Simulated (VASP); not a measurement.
# AlO2 (P4/mmm) in VASP: further runs

Runs on AlO2. Level: PBE. Tasks: single point, relaxation of cell and atoms.

Program: VASP 6.6.1. These are calculated values, not measurements. Logs are shortened: lines on timing, memory, paths and dates and some standing lists are left out, and cuts for length are marked.

### 1 The cell of the first run

The structure is tetragonal, space group P4/mmm (No. 123). The conventional cell has a = 2.739 Å, b = 2.739 Å, c = 3.711 Å, α = 90.00°, β = 90.00°, γ = 90.00°. Al (site symmetry 4/mmm) has 6 O at 1.86 to 1.94 Å within 2.5 Å. O (site symmetry 4/mmm) has 2 Al at 1.86 Å within 2.5 Å. O (site symmetry 4/mmm) has 4 Al at 1.94 Å and 12 O at 2.68 to 2.74 Å within 2.8 Å.

The cell was built from a structure type or drawn by symmetry, and may not be a known phase.

### 2 Single point, PBE, collinear spin, ferromagnetic start

The input, INCAR:

```
SYSTEM = AlO2
PREC = Accurate ; ENCUT = 520
EDIFF = 1E-6 ; ISMEAR = 0
SIGMA = 0.1 ; LREAL = .False.
LASPH = .True. ; NELM = 150
ALGO = Normal ; ISIF = 2
LWAVE = .False. ; LCHARG = .False.
ISPIN = 2 ; MAGMOM = 0 1 1
LORBIT = 11 ; GGA = PE
NBANDS = 18
```

The input, KPOINTS:

```
Automatic mesh
0
Gamma
  6 6 4
  0 0 0
```

The input, POSCAR:

```
AlO2
1.0
    2.7385727373      0.0000000000      0.0000000000
    0.0000000000      2.7385727373      0.0000000000
    0.0000000000      0.0000000000      3.7108659026
Al O
1 2
Direct
    0.0000000000      0.0000000000      0.5564308658
    0.0000000000      0.0000000000      1.0564312650
    0.5000000000      0.5000000000      0.5564338792
```

Potentials or basis: VASP PAW PBE potentials, release 64 (Al, O).

The run is started by

```console
$ cat potpaw_PBE.64/Al/POTCAR potpaw_PBE.64/O/POTCAR > POTCAR
$ mpirun -np 1 vasp_std > vasp.out
```

OUTCAR:

```text
SYSTEM = AlO2
   PREC = Accurate
   ENCUT = 520
   EDIFF = 1E-6
   ISMEAR = 0
   LREAL = .False.
   LASPH = .True.
   NELM = 150
   ISIF = 2
   ISPIN = 2
   LORBIT = 11
   GGA = PE

 ion  position               nearest neighbor table
   1  0.000  0.000  0.556-   2 1.86   2 1.86   3 1.94   3 1.94   3 1.94   3 1.94
   2  0.000  0.000  0.056-   1 1.86   1 1.86
   3  0.500  0.500  0.556-   1 1.94   1 1.94   1 1.94   1 1.94

  LATTYP: Found a simple tetragonal cell.
 ALAT       =     2.7385727373
 C/A-ratio  =     1.3550364582

  Lattice vectors:

 A1 = (   2.7385727373,   0.0000000000,   0.0000000000)
 A2 = (   0.0000000000,   2.7385727373,   0.0000000000)
 A3 = (   0.0000000000,   0.0000000000,   3.7108659026)

Analysis of symmetry for initial positions (statically):
=====================================================================
 Subroutine PRICEL returns:
 Original cell was already a primitive cell.

 Routine SETGRP: Setting up the symmetry group for a
 simple tetragonal supercell.

 Subroutine GETGRP returns: Found 16 space group operations
 (whereof  8 operations were pure point group operations)
 out of a pool of 16 trial point group operations.

The static configuration has the point symmetry C_4v.
 The point group associated with its full space group is D_4h.

Analysis of symmetry for dynamics (positions and initial velocities):
=====================================================================
 Subroutine PRICEL returns:
 Original cell was already a primitive cell.

 Routine SETGRP: Setting up the symmetry group for a
 simple tetragonal supercell.

 Subroutine GETGRP returns: Found 16 space group operations
 (whereof  8 operations were pure point group operations)
 out of a pool of 16 trial point group operations.

The dynamic configuration has the point symmetry C_4v.
 The point group associated with its full space group is D_4h.

Analysis of structural, dynamic, and magnetic symmetry:
=====================================================================
 Subroutine PRICEL returns:
 Original cell was already a primitive cell.

 Routine SETGRP: Setting up the symmetry group for a
 simple tetragonal supercell.

 Subroutine GETGRP returns: Found 16 space group operations
 (whereof  8 operations were pure point group operations)
 out of a pool of 16 trial point group operations.

The overall configuration has the point symmetry C_4v.
 The point group associated with its full space group is D_4h.

 Subroutine INISYM returns: Found 16 space group operations
 (whereof  8 operations are pure point group operations),
 and found     1 'primitive' translations

----------------------------------------------------------------------------------------

                                     Primitive cell

  volume of cell :      27.8307

  direct lattice vectors                    reciprocal lattice vectors
     2.738572737  0.000000000  0.000000000     0.365153712  0.000000000  0.000000000
     0.000000000  2.738572737  0.000000000     0.000000000  0.365153712  0.000000000
     0.000000000  0.000000000  3.710865903     0.000000000  0.000000000  0.269478883

  length of vectors
     2.738572737  2.738572737  3.710865903     0.365153712  0.365153712  0.269478883

  position of ions in fractional coordinates (direct lattice)
     0.000000000  0.000000000  0.556430866
     0.000000000  0.000000000  0.056431265
     0.500000000  0.500000000  0.556433879

  ion indices of the primitive-cell ions
   primitive index   ion index
                 1           1
                 2           2
                 3           3

----------------------------------------------------------------------------------------

 KPOINTS: Automatic mesh

Automatic generation of k-mesh.
 Grid dimensions read from file:
 generate k-points for:    6    6    4

 Generating k-lattice:

  Cartesian coordinates                     Fractional coordinates (reciprocal lattice)
     0.060858952  0.000000000  0.000000000     0.166666667  0.000000000  0.000000000
     0.000000000  0.060858952  0.000000000     0.000000000  0.166666667  0.000000000
     0.000000000  0.000000000  0.067369721     0.000000000  0.000000000  0.250000000

  Length of vectors
     0.060858952  0.060858952  0.067369721

  Shift w.r.t. Gamma in fractional coordinates (k-lattice)
     0.000000000  0.000000000  0.000000000

 Subroutine IBZKPT returns following result:
 ===========================================

 Found     30 irreducible k-points:

 Following reciprocal coordinates:
            Coordinates               Weight
  0.000000  0.000000  0.000000      1.000000
  0.166667  0.000000  0.000000      4.000000
  0.333333  0.000000  0.000000      4.000000
  0.500000  0.000000  0.000000      2.000000
  0.166667  0.166667  0.000000      4.000000
  0.333333  0.166667  0.000000      8.000000
[... 16 lines left out ...]
  0.333333  0.000000  0.500000      4.000000
  0.500000  0.000000  0.500000      2.000000
 [... further k-points ...]
   k-points           NKPTS =     30   k-points in BZ     NKDIM =     30   number of bands    NBANDS=     18
   number of dos      NEDOS =    301   number of ions     NIONS =      3
   total plane-waves  NPLWV =  11200
   dimension x,y,z NGX =    20 NGY =   20 NGZ =   28
   dimension x,y,z NGXF=    40 NGYF=   40 NGZF=   56
   ions per type =               1   2
   NGX,Y,Z   is equivalent  to a cutoff of  12.14, 12.14, 12.54 a.u.
   NGXF,Y,Z  is equivalent  to a cutoff of  24.28, 24.28, 25.09 a.u.
 SYSTEM =  AlO2
   PREC   = accura    normal or accurate (medium, high low for compatibility)
   ISTART =      0    job   : 0-new  1-cont  2-samecut
   ICHARG =      2    charge: 1-file 2-atom 10-const
   ISPIN  =      2    spin polarized calculation?
   LNONCOLLINEAR =      F non collinear calculations
   LSORBIT =      F    spin-orbit coupling
   LASPH  =      T    aspherical Exc in radial PAW
   ENCUT  =  520.0 eV  38.22 Ry    6.18 a.u.   5.09  5.09  6.90*2*pi/ulx,y,z
   NELM   =    150;   NELMIN=  2; NELMDL= -5     # of ELM steps
   EDIFF  = 0.1E-05   stopping-criterion for ELM
   LREAL  =      F    real-space projection
   EDIFFG = 0.1E-04   stopping-criterion for IOM
   NSW    =      0    number of steps for IOM
   IBRION =     -1    ionic relax: 0-MD 1-quasi-New 2-CG
   NFREE  =      0    steps in history (QN), initial steepest desc. (CG)
   ISIF   =      2    stress and relaxation
   ISYM   =      2    0-nonsym 1-usesym 2-fastsym
   POTIM  = 0.5000    time-step for ionic-motion
   TEBEG  =    0.0;   TEEND  =   0.0 temperature during run
   PSTRESS=    0.0 pullay stress
   NELECT =      15.0000    total number of electrons
   NUPDOWN=      -1.0000    fix difference up-down
   EMIN   =  10.00;   EMAX   =-10.00  energy-range for DOS
   EFERMI =   0.00;   METHOD = LEGACY
   ISMEAR =     0;   SIGMA  =   0.10  broadening in eV -4-tet -1-fermi 0-gaus
   EFERMI_NEDOS =   21; number of points for ismear=-14 and -15
   IALGO  =     38    algorithm
   IMIX   =      4    mixing-type and parameters
     AMIX     =   0.40;   BMIX     =  1.00
     AMIX_MAG =   1.60;   BMIX_MAG =  1.00
  volume/ion in A,a.u.               =       9.28        62.60
  Fermi-wavevector in a.u.,A,eV,Ry     =   1.332286  2.517655 24.150133  1.774985
  Thomas-Fermi vector in A             =   2.461232
   LORBIT       =     11    0 simple, 1 ext, 2 COOP (PROOUT), +10 PAW based schemes
   GGA     = PE    functional components
   LHFCALC =     F    Hartree Fock is set to
   AEXX    =    0.0000 exact exchange contribution
   IVDW    =     0    specifies the selected vdW correction
   LEPSILON=     F    determine dielectric tensor
   LRPA    =     F    only Hartree local field effects (RPA)
 spin polarized calculation
 Gauss-broadening in eV      SIGMA  =   0.10
  energy-cutoff  :      520.00
  volume of cell :       27.83
 maximum number of plane-waves:       784
   NGX = 11   NGY = 11   NGZ = 13

 number of electron      14.9999994 magnetization       1.0000174

 Free energy of the ion-electron system (eV)
  ---------------------------------------------------
  ext. energy  EPLUGINS =         0.00000000
  ---------------------------------------------------
  free energy    TOTEN  =       -19.62449220 eV

  energy without entropy =      -19.61963116  energy(sigma->0) =      -19.62206168

 E-fermi :   4.8023     XC(G=0): -11.1581

 val. band max:        4.7244216865   @ k =   0.5000   0.1667   0.5000
 cond. band min:       4.8129560563   @ k =   0.3333   0.0000   0.2500
 fundamental gap:      0.0885343698
 Fermi energy:         4.8023377883

 spin component 1

 k-point     1 :       0.0000    0.0000    0.0000
  band No.  band energies     occupation
      1     -15.0963      1.00000
      2     -12.2949      1.00000
      3      -1.1670      1.00000
      4       1.5922      1.00000
      5       1.5922      1.00000
      6       4.0254      1.00000
[... 10 lines left out ...]
     17      27.2367      0.00000
     18      27.4834      0.00000
[... 466 lines left out ...]
      2     -12.7839      1.00000
      3      -3.4323      1.00000
      4      -0.4022      1.00000
      5       2.2585      1.00000
      6       2.2737      1.00000
[... 10 lines left out ...]
     17      26.9148      0.00000
     18      26.9852      0.00000

 [... further k-points ...]

 spin component 2

 k-point     1 :       0.0000    0.0000    0.0000
  band No.  band energies     occupation
      1     -14.6405      1.00000
      2     -11.2597      1.00000
      3      -0.7931      1.00000
      4       1.8912      1.00000
      5       1.8912      1.00000
      6       4.7079      0.90907
[... 10 lines left out ...]
     17      27.5077      0.00000
     18      27.5380      0.00000
[... 466 lines left out ...]
      2     -11.4820      1.00000
      3      -3.2961      1.00000
      4       0.4314      1.00000
      5       2.4002      1.00000
      6       2.7109      1.00000
[... 10 lines left out ...]
     17      26.9183      0.00000
     18      27.2303      0.00000

 [... further k-points ...]

------------------------ aborting loop because EDIFF is reached ----------------------------------------

  FORCE on cell =-STRESS in cart. coord.  units (eV):
  Direction    XX          YY          ZZ          XY          YZ          ZX
  --------------------------------------------------------------------------------------
  -------------------------------------------------------------------------------------
  Total       -0.0161201     -0.0161201     -0.0404572      0.0000000     -0.0000000      0.0000000
  in kB       -0.9280140     -0.9280140     -2.3290702      0.0000000     -0.0000000      0.0000000
  external PRESSURE =      -1.3950327 kB  Pullay stress =       0.0000000 kB

 VOLUME and BASIS-vectors are now :
 -----------------------------------------------------------------------------
  energy-cutoff  :      520.00
  volume of cell :       27.83
      direct lattice vectors                 reciprocal lattice vectors
     2.738572737  0.000000000  0.000000000     0.365153712  0.000000000  0.000000000
     0.000000000  2.738572737  0.000000000     0.000000000  0.365153712  0.000000000
     0.000000000  0.000000000  3.710865903     0.000000000  0.000000000  0.269478883

 POSITION                                       TOTAL-FORCE (eV/Angst)
 -----------------------------------------------------------------------------------
      0.00000      0.00000      2.06484         0.000000     -0.000000      0.000000
      0.00000      0.00000      0.20941         0.000000      0.000000     -0.000000
      1.36929      1.36929      2.06485         0.000000     -0.000000     -0.000000
 -----------------------------------------------------------------------------------
    total drift:                                0.000000      0.000000     -0.015640

  FREE ENERGIE OF THE ION-ELECTRON SYSTEM (eV)
  ---------------------------------------------------
  free  energy   TOTEN  =       -19.6244921995 eV

  energy  without entropy=      -19.6196311564  energy(sigma->0) =      -19.62206168

 total charge

# of ion       s       p       d       tot
------------------------------------------
    1        0.299   0.388   0.000   0.687
    2        1.582   3.353   0.000   4.935
    3        1.551   3.576   0.000   5.127
--------------------------------------------------
tot          3.431   7.318   0.000  10.749

 magnetization (x)

# of ion       s       p       d       tot
------------------------------------------
    1       -0.005  -0.006   0.000  -0.011
    2        0.010   0.699   0.000   0.709
    3        0.001   0.149   0.000   0.151
--------------------------------------------------
tot          0.007   0.842   0.000   0.849
```

Wall time 18 s (1 thread of AMD EPYC 7R13 (Zen 3), shared host); peak memory 0.12 GiB.

Results:

- Free energy: -19.6245 eV
- Pressure: -0.1 GPa
- Band gap on the k mesh: zero (filled and empty bands overlap)
- Net moment: 1.00 μB per cell
- Site moments: Al -0.01; O +0.71, +0.15 μB
- Valence electrons inside the program's atomic spheres: Al 0.69; O 4.93, 5.13

Stress tensor (GPa, compression positive):
```
-0.09  0.00  0.00
 0.00 -0.09  0.00
 0.00  0.00 -0.23
```

Caveat: the k points lie up to 0.42 Å⁻¹ apart, too coarse for converged energies and pressures of a metal.

### 3 Single point, PBE, collinear spin, ferromagnetic start

The input, INCAR:

```
PREC = Accurate
ENCUT = 520
EDIFF = 1E-6
ISMEAR = 0
SIGMA = 0.1
LREAL = False
LASPH = True
NELM = 150
ALGO = Normal
ISIF = 2
LWAVE = False
LCHARG = False
ISPIN = 2
MAGMOM = 0 0.48 0.48
LORBIT = 11
GGA = PE
NBANDS = 18
```

The input, KPOINTS:

```
Automatic mesh
0
Gamma
  6 6 6
```

The input, POSCAR:

```
AlO2
1.0
    2.7480923293      0.0000000000      0.0000000000
    0.0000000000      2.7480923293      0.0000000000
    0.0000000000      0.0000000000      3.6883893891
Al O
1 2
Direct
    0.0000000000      0.0000000000      0.5000000000
    0.0000000000      0.0000000000      0.0000000000
    0.5000000000      0.5000000000      0.5000000000
```

Potentials or basis: VASP PAW PBE potentials, release 64 (Al, O).

The run is started by

```console
$ cat potpaw_PBE.64/Al/POTCAR potpaw_PBE.64/O/POTCAR > POTCAR
$ mpirun -np 1 vasp_std > vasp.out
```

Run time: 25 s. Hardware: 1 thread of AMD EPYC 7R13 (Zen 3), shared host; peak memory 0.12 GiB.

It converged, with:

```
Free energy                                           : -19.6342 eV
Pressure                                              : -0.2 GPa
Band gap on the k mesh                                : zero (filled and empty bands overlap)
Net moment                                            : 1.00 μB per cell
Site moments                                          : Al -0.01; O +0.69, +0.17 μB
Valence electrons inside the program's atomic spheres : Al 0.69; O 4.95, 5.12
```

Levels at points of the mesh, in eV from the Fermi level:
Spin up:
```
           k point  band 5  band 6  band 7  band 8  band 9  band 10  band 11  band 12
(0.00, 0.00, 0.00)   -3.29   -0.79   -0.79   -0.75    5.26     9.18    11.53    16.22
(0.50, 0.00, 0.00)   -3.61   -2.65   -2.40   -1.13    9.39    11.14    14.48    14.55
(0.50, 0.50, 0.00)   -3.74   -2.10   -2.10   -1.61    7.26    11.31    11.31    12.96
(0.00, 0.00, 0.50)   -2.88   -2.85   -1.37   -1.37    7.76     9.78    11.65    16.18
(0.50, 0.00, 0.50)   -2.62   -2.57   -1.11   -0.51    7.89    10.55    13.39    14.17
(0.50, 0.50, 0.50)   -4.60   -3.38   -3.38   -2.02   10.07    13.36    13.36    14.05
```
Spin down:
```tsv
k point	band 3	band 4	band 5	band 6	band 7	band 8	band 9	band 10	band 11	band 12
(0.00, 0.00, 0.00)	-5.61	-2.98	-2.98	-0.14	0.73	0.73	5.47	9.15	11.71	16.53
(0.50, 0.00, 0.00)	-6.49	-3.84	-2.48	-2.32	-1.90	0.55	9.65	11.36	14.66	14.71
(0.50, 0.50, 0.00)	-6.47	-6.47	-3.25	-1.05	-0.77	-0.77	7.37	11.33	11.33	13.12
(0.00, 0.00, 0.50)	-4.45	-2.72	-2.72	-2.31	0.28	0.28	7.99	9.73	12.12	16.26
(0.50, 0.00, 0.50)	-8.13	-4.42	-2.46	-2.14	0.59	0.60	7.93	10.79	13.57	14.17
(0.50, 0.50, 0.50)	-5.95	-5.95	-4.18	-2.03	-2.03	-1.48	10.22	13.45	13.45	14.56
```

Caveat: the k points lie up to 0.38 Å⁻¹ apart, too coarse for converged energies and pressures of a metal.

### 4 Relaxation of cell and atoms, PBE, collinear spin, ferromagnetic start

The input, INCAR:

```
ALGO = Normal
EDIFF = 1E-7
EDIFFG = -0.04
ENCUT = 600
GGA = PE
IBRION = 2
ISIF = 3
ISMEAR = 0
ISPIN = 2
LASPH = True
LCHARG = False
LORBIT = 11
LREAL = False
LWAVE = False
MAGMOM = 0 0.48 0.48
NELM = 150
NSW = 90
PREC = Accurate
SIGMA = 0.1
```

The input, KPOINTS:

```
k-points
0
Gamma
  6 6 6
```

The input, POSCAR:

```
AlO2
1.0
    2.7385727373      0.0000000000      0.0000000000
    0.0000000000      2.7385727373      0.0000000000
    0.0000000000      0.0000000000      3.7108659026
Al O
1 2
Direct
    0.0000000000      0.0000000000      0.5000000000
    0.0000000000      0.0000000000      0.0000000000
    0.5000000000      0.5000000000      0.5000000000
```

The run is started by

```console
$ cat potpaw_PBE.64/Al/POTCAR potpaw_PBE.64/O/POTCAR > POTCAR
$ mpirun -np 1 vasp_std > vasp.out
```

It took 39 s on 1 thread of AMD EPYC 7R13 (Zen 3), shared host; peak memory 0.14 GiB.

The run converged. Its results:

| Quantity | Value |
| --- | --- |
| Free energy | -19.6387 eV |
| Relaxed volume | 9.23 Å³/atom |
| Relaxed cell | a = 2.741 Å, b = 2.741 Å, c = 3.688 Å, α = 90.00°, β = 90.00°, γ = 90.00° |
| Space group after relaxing (to 0.1 Å) | P4/mmm (No. 123) |
| Energy gained by relaxing | 0.4 meV/atom |
| Ionic steps | 2 |
| Pressure after relaxing | 0.5 GPa |
| Band gap on the k mesh | zero (filled and empty bands overlap) |
| Net moment | 1.00 μB per cell |
| Site moments | Al -0.01; O +0.69, +0.17 μB |
| Valence electrons inside the program's atomic spheres | Al 0.69; O 4.94, 5.12 |

Stress tensor (GPa, compression positive):
```
0.65 0.00 0.00
0.00 0.65 0.00
0.00 0.00 0.19
```

The path:
```csv
step,energy change (eV),largest force (eV/Å),pressure (GPa),volume (Å³)
1,0.0000,0.0000,-0.55,27.83
2,-0.0013,0.0000,0.50,27.70
```

Final structure:
```
Al O
1.0
     2.74081    0.00000    0.00000
     0.00000    2.74081    0.00000
     0.00000    0.00000    3.68772
Al O
1 2
Direct
  0.00000 0.00000 0.50000
  0.00000 0.00000 0.00000
  0.50000 0.50000 0.50000
```

Levels at points of the mesh, in eV from the Fermi level:
Spin up:
| k point | band 5 | band 6 | band 7 | band 8 | band 9 | band 10 | band 11 |
| --- | --- | --- | --- | --- | --- | --- | --- |
| (0.00, 0.00, 0.00) | -3.31 | -0.79 | -0.79 | -0.75 | 5.33 | 9.19 | 11.55 |
| (0.50, 0.00, 0.00) | -3.63 | -2.67 | -2.43 | -1.13 | 9.44 | 11.22 | 14.51 |
| (0.50, 0.50, 0.00) | -3.74 | -2.12 | -2.12 | -1.63 | 7.32 | 11.31 | 11.31 |
| (0.00, 0.00, 0.50) | -2.90 | -2.87 | -1.37 | -1.37 | 7.83 | 9.78 | 11.70 |
| (0.50, 0.00, 0.50) | -2.64 | -2.58 | -1.10 | -0.51 | 7.94 | 10.57 | 13.48 |
| (0.50, 0.50, 0.50) | -4.59 | -3.40 | -3.40 | -2.03 | 10.13 | 13.44 | 13.44 |
Spin down:
| k point | band 4 | band 5 | band 6 | band 7 | band 8 | band 9 | band 10 | band 11 |
| --- | --- | --- | --- | --- | --- | --- | --- | --- |
| (0.00, 0.00, 0.00) | -3.00 | -3.00 | -0.15 | 0.74 | 0.74 | 5.55 | 9.16 | 11.73 |
| (0.50, 0.00, 0.00) | -3.85 | -2.50 | -2.33 | -1.94 | 0.56 | 9.70 | 11.43 | 14.69 |
| (0.50, 0.50, 0.00) | -6.51 | -3.25 | -1.07 | -0.79 | -0.79 | 7.43 | 11.32 | 11.32 |
| (0.00, 0.00, 0.50) | -2.74 | -2.74 | -2.34 | 0.29 | 0.29 | 8.06 | 9.73 | 12.16 |
| (0.50, 0.00, 0.50) | -4.45 | -2.48 | -2.15 | 0.58 | 0.61 | 7.98 | 10.80 | 13.65 |
| (0.50, 0.50, 0.50) | -5.99 | -4.17 | -2.04 | -2.04 | -1.50 | 10.28 | 13.52 | 13.52 |

Caveat: the k points lie up to 0.38 Å⁻¹ apart in the final cell, too coarse for converged energies and pressures of a metal.

(Part 1 of 2 ends here.)
